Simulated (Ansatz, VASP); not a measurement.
## TaW4 in VASP and in Ansatz

```xyz
5
Lattice="2.2665 1.3085 4.6267 -2.2665 1.3085 4.6267 0.0000 -2.6171 4.6267" Properties=species:S:1:pos:R:3 pbc="T T T"
Ta    0.0000    0.0000    6.9401
W     0.0000    0.0000   12.5078
W     0.0000    0.0000    1.3725
W     0.0000    0.0000    4.1402
W     0.0000    0.0000    9.7401
```

Alike in both runs: functional PBE; k mesh 12 × 12 × 12; occupations gaussian, width 0.1 eV; no spin polarisation.

Ansatz relaxed the structure, and its values are those at the end. VASP's run is a single point on that final structure, the one shown.

|  | VASP | Ansatz |
| --- | --- | --- |
| version | VASP 6.6.1 | Ansatz 0.2.0 |
| potentials or method | VASP PAW PBE potentials, release 64 (Ta_pv, W_sv), cutoff 520 eV | scalar-relativistic, plane waves, PAW |
| valence electrons in the cell | 67 | 69 |

|  | VASP | Ansatz | Ansatz less VASP |
| --- | --- | --- | --- |
| gap on the k mesh at the Fermi level (eV) | none | none | - |
| pressure (GPa) | 0.4 | 0.0 | -0.41 |

A gap of «none» marks a metal or a gap that the smearing closes. VASP's potentials hold 67 valence electrons a cell and Ansatz's 69, so a difference there can come from the potentials and not from the codes.

Neither program's run includes spin-orbit coupling.
